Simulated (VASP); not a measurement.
Here is a VASP 6.6.1 calculation.

INCAR

```
ALGO = Normal ; EDIFF = 1E-6
ENCUT = 520 ; GGA = PS
ISIF = 2 ; ISMEAR = 0
LASPH = True ; LCHARG = False
LREAL = False ; LWAVE = False
NBANDS = 23 ; NELM = 80
PREC = Accurate ; SIGMA = 0.1
```

Contents of KPOINTS:

```
k-points
0
Gamma
  6 6 2
```

Contents of POSCAR:

```
Si2S
1.0
    2.6825943297      0.0000000000      0.0000000000
   -1.3412971649      2.3231948376      0.0000000000
    0.0000000000      0.0000000000      9.3501039490
Si S
4 2
Direct
    0.6666666667      0.3333333333      0.8986176337
    0.3333333333      0.6666666667      0.3986176337
    0.6666666667      0.3333333333      0.6013823663
    0.3333333333      0.6666666667      0.1013823663
    0.0000000000      0.0000000000      0.7500000000
    0.0000000000      0.0000000000      0.2500000000
```

Potentials or basis: VASP PAW PBE potentials, release 64 (Si, S).

Run with:

```sh
$ cat potpaw_PBE.64/Si/POTCAR potpaw_PBE.64/S/POTCAR > POTCAR
$ mpirun -np 1 vasp_std > vasp.out
```

(1) What does it give for the band gap on the k mesh?

(2) What does it give for the pressure?

Answers

(1) zero (band 14 reaches 20.95 eV, above the bottom of band 15 at 12.78 eV).

(2) 108.5 GPa.

Caveat: the k points lie up to 0.45 Å⁻¹ apart; the PAW data sets were made with another functional, which shifts forces and pressure a little.
